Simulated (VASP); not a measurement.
# Be24H: relaxation of the atoms with PBE

The system is Be24H, a slab with vacuum.

```xyz
25
Lattice="4.5254 0.0000 0.0000 0.0000 7.1336 0.0000 0.0000 0.0000 19.8686" Properties=species:S:1:pos:R:3 pbc="T T T"
Be    0.0000    2.6751    4.0000
Be    0.0000    6.2419    4.0000
Be    2.2627    2.6751    4.0000
Be    2.2627    6.2419    4.0000
Be    1.1314    0.8917    4.6532
Be    1.1314    4.4585    4.6532
Be    3.3941    0.8917    4.6532
Be    3.3941    4.4585    4.6532
Be    1.1314    2.6751    5.9596
Be    1.1314    6.2419    5.9596
Be    3.3941    2.6751    5.9596
Be    3.3941    6.2419    5.9596
Be    0.0000    0.8917    6.4937
Be    0.0000    4.4585    6.4937
Be    2.2627    0.8917    6.4937
Be    2.2627    4.4585    6.4937
Be    0.0000    2.6751    7.9337
Be    0.0000    6.2419    7.9337
Be    2.2627    2.6751    7.9337
Be    2.2627    6.2419    7.9337
Be    1.1314    0.8917    8.3686
Be    1.1314    4.4585    8.3686
Be    3.3941    0.8917    8.3686
Be    3.3941    4.4585    8.3686
H     1.1314    1.3376    9.6730
```

```
Program                   : VASP 6.6.1
Task                      : relaxation of the atoms
Functional                : PBE
Potentials or basis       : VASP PAW PBE potentials, release 64 (Be, H)
Cutoff                    : 520 eV
k mesh                    : 6 × 4 × 1
Occupations               : gaussian, width 0.1 eV
Spin                      : no spin polarisation
Dipole correction         : yes
Atoms held fixed (from 0) : [0, 1, 2, 3, 4, 5, 6, 7, 8, 9, 10, 11, 12, 13, 14, 15, 16, 17, 18, 19, 20, 21, 22, 23, 24]
Further INCAR settings    : LREAL = Auto; ALGO = Normal; EDIFF = 1e-06; IBRION = 2; EDIFFG = -0.025; NSW = 36
```

* Energy gained by relaxing: 0.0 meV/atom
* Ionic steps: 2
* Band gap on the k mesh: zero (an odd number of electrons rules out a gap without spin polarisation)

Final structure:
```
Be H
1.0
     4.52544    0.00000    0.00000
     0.00000    7.13362    0.00000
     0.00000    0.00000   19.86855
Be H
24 1
Cartesian
  0.0000 2.6751 4.0000
  0.0000 6.2419 4.0000
  2.2627 2.6751 4.0000
  2.2627 6.2419 4.0000
  1.1314 0.8917 4.6532
  1.1314 4.4585 4.6532
  3.3941 0.8917 4.6532
  3.3941 4.4585 4.6532
  1.1314 2.6751 5.9596
  1.1314 6.2419 5.9596
  3.3941 2.6751 5.9596
  3.3941 6.2419 5.9596
  0.0000 0.8917 6.4937
  0.0000 4.4585 6.4937
  2.2627 0.8917 6.4937
  2.2627 4.4585 6.4937
  0.0000 2.6751 7.9337
  0.0000 6.2419 7.9337
  2.2627 2.6751 7.9337
  2.2627 6.2419 7.9337
  1.1314 0.8917 8.3686
  1.1314 4.4585 8.3686
  3.3941 0.8917 8.3686
  3.3941 4.4585 8.3686
  1.1314 1.3376 9.6747
```

Levels at points of the mesh, in eV from the Fermi level:
| k point | band 21 | band 22 | band 23 | band 24 | band 25 | band 26 | band 27 | band 28 | band 29 | band 30 |
| --- | --- | --- | --- | --- | --- | --- | --- | --- | --- | --- |
| (0.00, 0.00, 0.00) | -2.27 | -1.39 | -0.89 | -0.16 | -0.06 | 0.32 | 0.82 | 1.68 | 2.11 | 2.48 |
| (0.50, 0.00, 0.00) | -1.38 | -1.08 | 0.06 | 0.81 | 0.87 | 1.38 | 1.39 | 1.48 | 1.48 | 1.53 |
| (0.00, 0.50, 0.00) | -1.23 | -1.04 | -0.87 | -0.86 | -0.62 | 0.10 | 0.54 | 1.43 | 2.76 | 3.42 |
| (0.50, 0.50, 0.00) | -1.58 | -0.49 | -0.44 | -0.44 | 0.30 | 0.50 | 0.52 | 0.53 | 1.45 | 2.98 |

Wall time 4.8 min on 4 MPI ranks on Intel(R) Xeon(R) Platinum 8488C (Sapphire Rapids) (shared host), peak memory 0.7 GiB a rank.
